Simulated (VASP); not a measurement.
# MoS2 (P-6m2) in VASP: settings compared, part 2 of 2

VASP 6.6.1. Earlier steps stand in the parts before.

**3. Single point, r2SCAN**

The input, POSCAR:

```
MoS2
1.0
    3.1709601090      0.0000000000      0.0000000000
   -1.5854800545      2.7461320088      0.0000000000
    0.0000000000      0.0000000000      6.8100356761
Mo S
1 2
Direct
    0.0000000000      0.0000000000      0.0000000000
    0.3333333333      0.6666666667      0.2285274094
    0.3333333333      0.6666666667      0.7714725906
```

The input, INCAR.step1:

```
SYSTEM = MoS2
PREC = Accurate
ENCUT = 520
ISMEAR = 0
SIGMA = 0.01
LREAL = .False.
LASPH = .True.
NELM = 60
NBANDS = 20
GGA = PE
ALGO = Normal
EDIFF = 1E-4
LWAVE = .True.
LCHARG = .False.
```

The input, INCAR.step2:

```
SYSTEM = MoS2
PREC = Accurate
ENCUT = 520
EDIFF = 1E-6
ISMEAR = 0
SIGMA = 0.01
LREAL = .False.
LASPH = .True.
NELM = 60
ALGO = Normal
ISIF = 2
LWAVE = .False.
LCHARG = .False.
METAGGA = R2SCAN
LMIXTAU = .True.
NBANDS = 20
ISTART = 1
```

The input, KPOINTS:

```
regular mesh
0
Gamma
  12 12 4
  0 0 0
```

Potentials or basis: VASP PAW PBE potentials, release 64 (Mo_sv, S).

Command:

```
> cat potpaw_PBE.64/Mo_sv/POTCAR potpaw_PBE.64/S/POTCAR > POTCAR
> cp INCAR.step1 INCAR
> mpirun -np 1 vasp_std > vasp.out
> cp INCAR.step2 INCAR
> mpirun -np 1 vasp_std > vasp.out
```

OUTCAR:

```text
SYSTEM = MoS2
   PREC = Accurate
   ENCUT = 520
   EDIFF = 1E-6
   ISMEAR = 0
   LREAL = .False.
   LASPH = .True.
   NELM = 60
   ISIF = 2
   METAGGA = R2SCAN
   ISTART = 1

 ion  position               nearest neighbor table
   1  0.000  0.000  0.000-   2 2.40   3 2.40   2 2.40   3 2.40   2 2.40   3 2.40
   2  0.333  0.667  0.229-   1 2.40   1 2.40   1 2.40
   3  0.333  0.667  0.771-   1 2.40   1 2.40   1 2.40

  LATTYP: Found a hexagonal cell.
 ALAT       =     3.1709601090
 C/A-ratio  =     2.1476257796

  Lattice vectors:

 A1 = (   3.1709601090,   0.0000000000,   0.0000000000)
 A2 = (  -1.5854800545,   2.7461320088,   0.0000000000)
 A3 = (   0.0000000000,   0.0000000000,   6.8100356761)

Analysis of symmetry for initial positions (statically):
=====================================================================
 Subroutine PRICEL returns:
 Original cell was already a primitive cell.

 Routine SETGRP: Setting up the symmetry group for a
 hexagonal supercell.

 Subroutine GETGRP returns: Found 12 space group operations
 (whereof 12 operations were pure point group operations)
 out of a pool of 24 trial point group operations.

The static configuration has the point symmetry D_3h.

Analysis of symmetry for dynamics (positions and initial velocities):
=====================================================================
 Subroutine PRICEL returns:
 Original cell was already a primitive cell.

 Routine SETGRP: Setting up the symmetry group for a
 hexagonal supercell.

 Subroutine GETGRP returns: Found 12 space group operations
 (whereof 12 operations were pure point group operations)
 out of a pool of 24 trial point group operations.

The dynamic configuration has the point symmetry D_3h.

 Subroutine INISYM returns: Found 12 space group operations
 (whereof 12 operations are pure point group operations),
[... 107 lines left out ...]
   TEBEG  =    0.0;   TEEND  =   0.0 temperature during run
   PSTRESS=    0.0 pullay stress
   NELECT =      26.0000    total number of electrons
   NUPDOWN=      -1.0000    fix difference up-down
   EMIN   =  10.00;   EMAX   =-10.00  energy-range for DOS
   EFERMI =   0.00;   METHOD = LEGACY
   ISMEAR =     0;   SIGMA  =   0.01  broadening in eV -4-tet -1-fermi 0-gaus
   EFERMI_NEDOS =   21; number of points for ismear=-14 and -15
   IALGO  =     38    algorithm
   IMIX   =      4    mixing-type and parameters
     AMIX     =   0.40;   BMIX     =  1.00
     AMIX_MAG =   1.60;   BMIX_MAG =  1.00
  volume/ion in A,a.u.               =      19.77       133.39
  Fermi-wavevector in a.u.,A,eV,Ry     =   1.243690  2.350233 21.045008  1.546764
  Thomas-Fermi vector in A             =   2.377990
   LORBIT       =      0    0 simple, 1 ext, 2 COOP (PROOUT), +10 PAW based schemes
   METAGGA = R2SCAN    functional components
   LHFCALC =     F    Hartree Fock is set to
   AEXX    =    0.0000 exact exchange contribution
   IVDW    =     0    specifies the selected vdW correction
   LEPSILON=     F    determine dielectric tensor
   LRPA    =     F    only Hartree local field effects (RPA)
 non-spin polarized calculation
 Gauss-broadening in eV      SIGMA  =   0.01
  energy-cutoff  :      520.00
  volume of cell :       59.30
 maximum number of plane-waves:      1614
 NGX is ok and might be reduce to    24
   NGX = 11   NGY = 11   NGZ = 25

 number of electron      26.0000001 magnetization

 Free energy of the ion-electron system (eV)
  ---------------------------------------------------
  ext. energy  EPLUGINS =         0.00000000
  ---------------------------------------------------
  free energy    TOTEN  =       -45.00371652 eV

  energy without entropy =      -45.00371652  energy(sigma->0) =      -45.00371652

 E-fermi :   6.0056     XC(G=0): -10.7125

 val. band max:        5.8899378696   @ k =   0.0000   0.0000   0.5000
 cond. band min:       7.2513429988   @ k =   0.3333   0.3333   0.0000
 fundamental gap:      1.3614051292
 Fermi energy:         6.0055667854

 k-point     1 :       0.0000    0.0000    0.0000
  band No.  band energies     occupation
      1     -57.3381      2.00000
      2     -30.7612      2.00000
      3     -30.5340      2.00000
      4     -30.5340      2.00000
      5      -9.4045      2.00000
      6      -7.9014      2.00000
[... 541 lines left out ...]
     19      14.0261      0.00000
     20      14.6757      0.00000

 [... further k-points ...]
[... 5 lines left out ...]
  --------------------------------------------------------------------------------------
  -------------------------------------------------------------------------------------
  Total        0.4256866      0.4256866      0.3058876      0.0000000     -0.0000000      0.0000000
  in kB       11.5010885     11.5010885      8.2643924      0.0000000     -0.0000000      0.0000000
  external PRESSURE =      10.4221898 kB  Pullay stress =       0.0000000 kB

 VOLUME and BASIS-vectors are now :
 -----------------------------------------------------------------------------
  energy-cutoff  :      520.00
  volume of cell :       59.30
      direct lattice vectors                 reciprocal lattice vectors
     3.170960109  0.000000000  0.000000000     0.315361898  0.182074277  0.000000000
    -1.585480055  2.746132009  0.000000000     0.000000000  0.364148554  0.000000000
     0.000000000  0.000000000  6.810035676     0.000000000  0.000000000  0.146842109

 POSITION                                       TOTAL-FORCE (eV/Angst)
 -----------------------------------------------------------------------------------
      0.00000      0.00000      0.00000        -0.000000      0.000000      0.000000
     -0.00000      1.83075      1.55628        -0.000000      0.000000     -0.037630
     -0.00000      1.83075      5.25376         0.000000     -0.000000      0.037630
 -----------------------------------------------------------------------------------
    total drift:                                0.000000     -0.000000     -0.000000

  FREE ENERGIE OF THE ION-ELECTRON SYSTEM (eV)
  ---------------------------------------------------
  free  energy   TOTEN  =       -45.0037165167 eV

  energy  without entropy=      -45.0037165167  energy(sigma->0) =      -45.00371652
```

OUTCAR.step1:

```text
SYSTEM = MoS2
   PREC = Accurate
   ENCUT = 520
   ISMEAR = 0
   LREAL = .False.
   LASPH = .True.
   NELM = 60
[... 777 lines left out ...]
      0.00000      0.00000      0.00000        -0.000000     -0.000000      0.000000
     -0.00000      1.83075      1.55628         0.000000      0.000000      0.123733
     -0.00000      1.83075      5.25376         0.000000     -0.000000     -0.123733
 -----------------------------------------------------------------------------------
    total drift:                                0.000000     -0.000000     -0.000000

  FREE ENERGIE OF THE ION-ELECTRON SYSTEM (eV)
  ---------------------------------------------------
  free  energy   TOTEN  =       -21.8288074294 eV

  energy  without entropy=      -21.8288074294  energy(sigma->0) =      -21.82880743
```

It took 2.2 min on 1 thread of Intel Xeon Platinum 8488C (Sapphire Rapids), shared host; peak memory 0.21 GiB.

What came out:

- Free energy: -45.0037 eV
- Pressure: 1.0 GPa
- Largest force: 0.038 eV/Å
- Band gap on the k mesh: 1.36 eV, indirect (least direct gap 1.80 eV)

Forces on the atoms (eV/Å):
```
Mo   0.000  0.000  0.000
S    0.000  0.000 -0.038
S    0.000  0.000  0.038
```

Caveat: the PAW data sets were made with another functional, which shifts forces and pressure a little. A k mesh can miss the band edges.

**4. Relaxation of cell and atoms, PBE+D4**

This run uses another cell than the first one, of 19.15 Å³/atom, 0.969 times its volume.

The input, INCAR:

```
PREC = Accurate
ENCUT = 600
EDIFF = 1E-7
ISMEAR = -1
SIGMA = 0.02
LREAL = False
LASPH = True
NELM = 60
ALGO = Normal
ISIF = 3
LWAVE = False
LCHARG = False
GGA = PE
IVDW = 13
IBRION = 2
NSW = 80
EDIFFG = -0.005
```

The input, KPOINTS:

```
Automatic mesh
0
Gamma
  12 12 4
```

The input, POSCAR:

```
MoS2
1.0
    3.1488734175      0.0000000000      0.0000000000
   -1.5744367087      2.7270043728      0.0000000000
    0.0000000000      0.0000000000      6.6888564931
Mo S
1 2
Direct
    0.0000000000      0.0000000000      0.0000000000
    0.3333333333      0.6666666667      0.2343339917
    0.3333333333      0.6666666667      0.7656660083
```

Potentials or basis: VASP PAW PBE potentials, release 64 (Mo_sv, S).

Command:

```
> cat potpaw_PBE.64/Mo_sv/POTCAR potpaw_PBE.64/S/POTCAR > POTCAR
> mpirun -np 1 vasp_std > vasp.out
```

OUTCAR:

```text
PREC = Accurate
   ENCUT = 600
   EDIFF = 1E-7
   ISMEAR = -1
   LREAL = False
   LASPH = True
   NELM = 60
   ISIF = 3
   GGA = PE
   IVDW = 13
   IBRION = 2
   NSW = 80
   EDIFFG = -0.005

 ion  position               nearest neighbor table
   1  0.000  0.000  0.000-   2 2.40   3 2.40   2 2.40   3 2.40   2 2.40   3 2.40
   2  0.333  0.667  0.234-   1 2.40   1 2.40   1 2.40
   3  0.333  0.667  0.766-   1 2.40   1 2.40   1 2.40

  LATTYP: Found a hexagonal cell.
 ALAT       =     3.1488734175
 C/A-ratio  =     2.1242062180

  Lattice vectors:

 A1 = (   3.1488734175,   0.0000000000,   0.0000000000)
 A2 = (  -1.5744367087,   2.7270043728,   0.0000000000)
 A3 = (   0.0000000000,   0.0000000000,   6.6888564931)

Analysis of symmetry for initial positions (statically):
=====================================================================
 Subroutine PRICEL returns:
 Original cell was already a primitive cell.

 Routine SETGRP: Setting up the symmetry group for a
 hexagonal supercell.

 Subroutine GETGRP returns: Found 12 space group operations
 (whereof 12 operations were pure point group operations)
 out of a pool of 24 trial point group operations.

The static configuration has the point symmetry D_3h.

Analysis of symmetry for dynamics (positions and initial velocities):
=====================================================================
 Subroutine PRICEL returns:
 Original cell was already a primitive cell.

 Routine SETGRP: Setting up the symmetry group for a
 hexagonal supercell.

 Subroutine GETGRP returns: Found 12 space group operations
 (whereof 12 operations were pure point group operations)
 out of a pool of 24 trial point group operations.

The dynamic configuration has the point symmetry D_3h.

 Subroutine INISYM returns: Found 12 space group operations
 (whereof 12 operations are pure point group operations),
 and found     1 'primitive' translations

----------------------------------------------------------------------------------------

                                     Primitive cell

  volume of cell :      57.4372

  direct lattice vectors                    reciprocal lattice vectors
     3.148873417  0.000000000  0.000000000     0.317573896  0.183351374  0.000000000
    -1.574436709  2.727004373  0.000000000     0.000000000  0.366702749  0.000000000
     0.000000000  0.000000000  6.688856493     0.000000000  0.000000000  0.149502385

  length of vectors
     3.148873417  3.148873417  6.688856493     0.366702749  0.366702749  0.149502385

  position of ions in fractional coordinates (direct lattice)
     0.000000000  0.000000000  0.000000000
     0.333333333  0.666666667  0.234333992
     0.333333333  0.666666667  0.765666008

  ion indices of the primitive-cell ions
   primitive index   ion index
                 1           1
                 2           2
                 3           3

----------------------------------------------------------------------------------------

 KPOINTS: Automatic mesh

Automatic generation of k-mesh.
 Grid dimensions read from file:
 generate k-points for:   12   12    4

 Generating k-lattice:

  Cartesian coordinates                     Fractional coordinates (reciprocal lattice)
     0.026464491  0.015279281  0.000000000     0.083333333  0.000000000  0.000000000
     0.000000000  0.030558562  0.000000000     0.000000000  0.083333333  0.000000000
     0.000000000  0.000000000  0.037375596     0.000000000  0.000000000  0.250000000

  Length of vectors
     0.030558562  0.030558562  0.037375596

  Shift w.r.t. Gamma in fractional coordinates (k-lattice)
     0.000000000  0.000000000  0.000000000

 Subroutine IBZKPT returns following result:
 ===========================================

 Found     57 irreducible k-points:

 Following reciprocal coordinates:
            Coordinates               Weight
  0.000000  0.000000  0.000000      1.000000
  0.083333 -0.000000  0.000000      6.000000
  0.166667 -0.000000  0.000000      6.000000
  0.250000 -0.000000  0.000000      6.000000
  0.333333  0.000000  0.000000      6.000000
  0.416667 -0.000000  0.000000      6.000000
[... 16 lines left out ...]
  0.250000 -0.000000  0.250000     12.000000
  0.333333  0.000000  0.250000     12.000000
 [... further k-points ...]
   k-points           NKPTS =     57   k-points in BZ     NKDIM =     57   number of bands    NBANDS=     17
   number of dos      NEDOS =    301   number of ions     NIONS =      3
   total plane-waves  NPLWV =  42336
   dimension x,y,z NGX =    28 NGY =   28 NGZ =   54
   dimension x,y,z NGXF=    56 NGYF=   56 NGZF=  108
   ions per type =               1   2
   NGX,Y,Z   is equivalent  to a cutoff of  14.78, 14.78, 13.42 a.u.
   NGXF,Y,Z  is equivalent  to a cutoff of  29.57, 29.57, 26.84 a.u.
 SYSTEM =  unknown system
   PREC   = accura    normal or accurate (medium, high low for compatibility)
   ISTART =      0    job   : 0-new  1-cont  2-samecut
   ICHARG =      2    charge: 1-file 2-atom 10-const
   ISPIN  =      1    spin polarized calculation?
   LNONCOLLINEAR =      F non collinear calculations
   LSORBIT =      F    spin-orbit coupling
   LASPH  =      T    aspherical Exc in radial PAW
   ENCUT  =  600.0 eV  44.10 Ry    6.64 a.u.   6.29  6.29 13.36*2*pi/ulx,y,z
   NELM   =     60;   NELMIN=  2; NELMDL= -5     # of ELM steps
   EDIFF  = 0.1E-06   stopping-criterion for ELM
   LREAL  =      F    real-space projection
   EDIFFG = -.5E-02   stopping-criterion for IOM
   NSW    =     80    number of steps for IOM
   IBRION =      2    ionic relax: 0-MD 1-quasi-New 2-CG
   NFREE  =      1    steps in history (QN), initial steepest desc. (CG)
   ISIF   =      3    stress and relaxation
   ISYM   =      2    0-nonsym 1-usesym 2-fastsym
   POTIM  = 0.5000    time-step for ionic-motion
   TEBEG  =    0.0;   TEEND  =   0.0 temperature during run
   PSTRESS=    0.0 pullay stress
   NELECT =      26.0000    total number of electrons
   NUPDOWN=      -1.0000    fix difference up-down
   EMIN   =  10.00;   EMAX   =-10.00  energy-range for DOS
   EFERMI =   0.00;   METHOD = LEGACY
   ISMEAR =    -1;   SIGMA  =   0.02  broadening in eV -4-tet -1-fermi 0-gaus
   EFERMI_NEDOS =   21; number of points for ismear=-14 and -15
   IALGO  =     38    algorithm
   IMIX   =      4    mixing-type and parameters
     AMIX     =   0.40;   BMIX     =  1.00
     AMIX_MAG =   1.60;   BMIX_MAG =  1.00
  volume/ion in A,a.u.               =      19.15       129.20
  Fermi-wavevector in a.u.,A,eV,Ry     =   1.256999  2.375384 21.497842  1.580047
  Thomas-Fermi vector in A             =   2.390680
   LORBIT       =      0    0 simple, 1 ext, 2 COOP (PROOUT), +10 PAW based schemes
   GGA     = PE    functional components
   LHFCALC =     F    Hartree Fock is set to
   AEXX    =    0.0000 exact exchange contribution
   IVDW    =    13    specifies the selected vdW correction
   LEPSILON=     F    determine dielectric tensor
   LRPA    =     F    only Hartree local field effects (RPA)
 conjugate gradient relaxation of ions
 non-spin polarized calculation
  energy-cutoff  :      600.00
  volume of cell :       57.44
 maximum number of plane-waves:      1983
 NGX is ok and might be reduce to    28
   NGX = 13   NGY = 13   NGZ = 27

--------------------------------------- Ionic step        1  -------------------------------------------

 number of electron      26.0000001 magnetization

 Free energy of the ion-electron system (eV)
  ---------------------------------------------------
  ext. energy  EPLUGINS =         0.00000000
  ---------------------------------------------------
  free energy    TOTEN  =       -21.80423187 eV

  energy without entropy =      -21.80423187  energy(sigma->0) =      -21.80423187

------------------------ aborting loop because EDIFF is reached ----------------------------------------

  DFT-D4 for vdW energy calculation

  Edisp (eV):   -1.19634
[... 196 lines left out ...]
--------------------------------------- Ionic step        6  -------------------------------------------

 number of electron      26.0000001 magnetization

 Free energy of the ion-electron system (eV)
  ---------------------------------------------------
  ext. energy  EPLUGINS =         0.00000000
  ---------------------------------------------------
  free energy    TOTEN  =       -21.80551700 eV

  energy without entropy =      -21.80551700  energy(sigma->0) =      -21.80551700

 E-fermi :   6.8066     XC(G=0): -10.2545

 val. band max:        6.3889949820   @ k =   0.0000   0.0000   0.5000
 cond. band min:       7.6322319365   @ k =   0.1667   0.1667   0.0000
 fundamental gap:      1.2432369545
 Fermi energy:         6.8065647218

 k-point     1 :       0.0000    0.0000    0.0000
  band No.  band energies     occupation
      1     -54.8562      2.00000
      2     -29.0213      2.00000
      3     -28.7783      2.00000
      4     -28.7783      2.00000
      5      -8.2644      2.00000
      6      -6.8130      2.00000
[... 457 lines left out ...]
      4     -28.8494      2.00000
      5      -6.8492      2.00000
      6      -6.3345      2.00000
[... 9 lines left out ...]
     16       9.5245      0.00000
     17      10.1448      0.00000

 [... further k-points ...]

------------------------ aborting loop because EDIFF is reached ----------------------------------------

  DFT-D4 for vdW energy calculation

  Edisp (eV):   -1.19521
[... 26 lines left out ...]
  FREE ENERGIE OF THE ION-ELECTRON SYSTEM (eV)
  ---------------------------------------------------
  free  energy   TOTEN  =       -23.0007254242 eV

  energy  without entropy=      -23.0007254242  energy(sigma->0) =      -23.00072542

 reached required accuracy - stopping structural energy minimisation
```

Run time: 2.1 min. Hardware: 1 thread of Intel Xeon 6975P-C (Granite Rapids), shared host; peak memory 0.24 GiB.

Results:

- Free energy: -23.0007 eV
- Relaxed volume: 19.16 Å³/atom
- Relaxed cell: a = 3.152 Å, b = 3.152 Å, c = 6.681 Å, α = 90.00°, β = 90.00°, γ = 120.00°
- Space group after relaxing (to 0.05 Å): P-6m2 (No. 187)
- Energy gained by relaxing: 0.1 meV/atom
- Ionic steps: 6
- Pressure after relaxing: 0.0 GPa
- Band gap on the k mesh: 1.24 eV, indirect (least direct gap 1.75 eV)
- Dispersion energy per atom: -0.398 eV

Forces in eV/Å, atoms in the order of the input:
```
Mo   0.000  0.000  0.000
S    0.000  0.000  0.002
S    0.000  0.000 -0.002
```

Step by step:
```tsv
step	energy change (eV)	largest force (eV/Å)	pressure (GPa)	volume (Å³)
1	0.0000	0.0277	0.04	57.44
2	-0.0001	0.0214	0.09	57.48
3	-0.0001	0.0088	0.08	57.47
4	-0.0001	0.0104	0.08	57.47
5	-0.0001	0.0140	-0.14	57.55
6	-0.0002	0.0021	0.01	57.49
```

Final structure:
```
Mo S
1.0
     3.15230    0.00000    0.00000
    -1.57615    2.72998    0.00000
     0.00000    0.00000    6.68091
Mo S
1 2
Direct
  0.00000 0.00000 0.00000
  0.33333 0.66667 0.23420
  0.33333 0.66667 0.76580
```

Levels at points of the mesh, in eV from the valence-band top:
| k point | band 11 | band 12 | band 13 | band 14 | band 15 | band 16 |
| --- | --- | --- | --- | --- | --- | --- |
| (0.00, 0.00, 0.00) | -1.87 | -1.51 | -0.89 | 2.45 | 2.45 | 2.62 |
| (0.50, 0.00, 0.00) | -1.98 | -1.37 | -1.27 | 1.93 | 2.34 | 3.84 |
| (0.00, 0.00, 0.50) | -1.89 | -1.89 | 0.00 | 2.39 | 2.39 | 2.71 |
| (0.50, 0.00, 0.50) | -2.78 | -1.30 | -0.87 | 1.95 | 2.52 | 3.21 |

**5. Overview**

| task | level | cell | cutoff (eV) | smearing | gap on the mesh (eV) | pressure (GPa) | largest force (eV/Å) |
| --- | --- | --- | --- | --- | --- | --- | --- |
| single point | r2SCAN+rVV10 | a = 3.171, b = 3.171, c = 6.810 Å, angles 90.0, 90.0, 120.0°, 3 atoms | 520 | fermi-dirac 0.02 eV | 1.36 | 0.2 | 0.02 |
| single point | r2SCAN | a = 3.171, b = 3.171, c = 6.810 Å, angles 90.0, 90.0, 120.0°, 3 atoms | 520 | gaussian 0.01 eV | 1.36 | 1.0 | 0.04 |
| relaxation of cell and atoms | PBE+D4 | relaxed from a = 3.149, b = 3.149, c = 6.689 Å, angles 90.0, 90.0, 120.0°, 3 atoms | 600 | fermi-dirac 0.02 eV | 1.24 | 0.0 | - |

Alike in all rows: potentials or basis VASP PAW PBE potentials, release 64 (Mo_sv, S); no spin polarisation; k mesh 12 × 12 × 4.

Caveats: the PAW data sets were made with another functional, which shifts forces and pressure a little (some runs).

Total energies depend on the potentials used, so only differences within one code and one set of settings carry meaning.
